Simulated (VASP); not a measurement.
A run of VASP 6.6.1 is set up as follows.

File INCAR:

```
SYSTEM = Te
ALGO = Normal ; EDIFF = 1E-6
EDIFFG = -0.01 ; ENCUT = 600
GGA = PE ; IBRION = 2
ISIF = 3 ; ISMEAR = -1
LASPH = .TRUE. ; LCHARG = .FALSE.
LREAL = .FALSE. ; LWAVE = .FALSE.
NELM = 100 ; NSW = 60
PREC = Accurate ; PSTRESS = 50.0
SIGMA = 0.05
```

File KPOINTS:

```
k-points
0
G
  7 7 5
  0 0 0
```

Contents of POSCAR:

```
Te
1.0
    4.4540000000      0.0000000000      0.0000000000
   -2.2270000000      3.8572771485      0.0000000000
    0.0000000000      0.0000000000      5.9240000000
Te
3
Direct
    0.7310000000      0.7310000000      0.0000000000
    0.0000000000      0.2690000000      0.6666666667
    0.2690000000      0.0000000000      0.3333333333
```

Potentials or basis: VASP PAW PBE potentials, release 64 (Te).

Launch:

```console
$ cat potpaw_PBE.64/Te/POTCAR > POTCAR
$ mpirun -np 1 vasp_std > vasp.out
```

Problem. Predict the relaxed volume.

Solution. 30.31 Å³/atom.

Problem. What does it give for the space group after relaxing (to 0.1 Å)?

Solution. P3_121 (No. 152).

Problem. Predict the relaxed cell.

Solution. a = 4.196 Å, b = 4.196 Å, c = 5.963 Å, α = 90.00°, β = 90.00°, γ = 120.00°.

Problem. Predict the band gap on the k mesh.

Solution. 0.46 eV (least direct gap 0.51 eV).

The path:
| step | energy change (eV) | largest force (eV/Å) | pressure (GPa) | volume (Å³) |
| --- | --- | --- | --- | --- |
| 1 | 0.0000 | 0.1601 | 1.45 | 101.78 |
| 2 | 0.2936 | 0.7607 | 8.44 | 91.11 |
| 3 | 0.1247 | 0.5032 | 5.22 | 95.29 |
| 4 | 0.1272 | 0.3771 | 5.25 | 93.87 |
| 5 | 0.2053 | 0.1020 | 6.03 | 89.77 |
| 6 | 0.1089 | 0.0662 | 3.17 | 93.18 |
| 7 | 0.1638 | 0.0382 | 4.96 | 90.96 |
| 8 | 0.1629 | 0.0283 | 4.97 | 90.97 |
| 9 | 0.1621 | 0.0114 | 4.98 | 90.99 |
| 10 | 0.1620 | 0.0107 | 4.98 | 90.99 |
| 11 | 0.1620 | 0.0100 | 4.98 | 90.99 |
| 12 | 0.1642 | 0.0071 | 4.99 | 90.92 |

Caveat: the cell is relaxed towards a set pressure, so the run minimises the enthalpy, not the energy; semilocal functionals underestimate gaps, and a narrow one can read as zero; spin-orbit coupling is left out, which moves the levels of the heavy elements. A k mesh can miss the band edges.
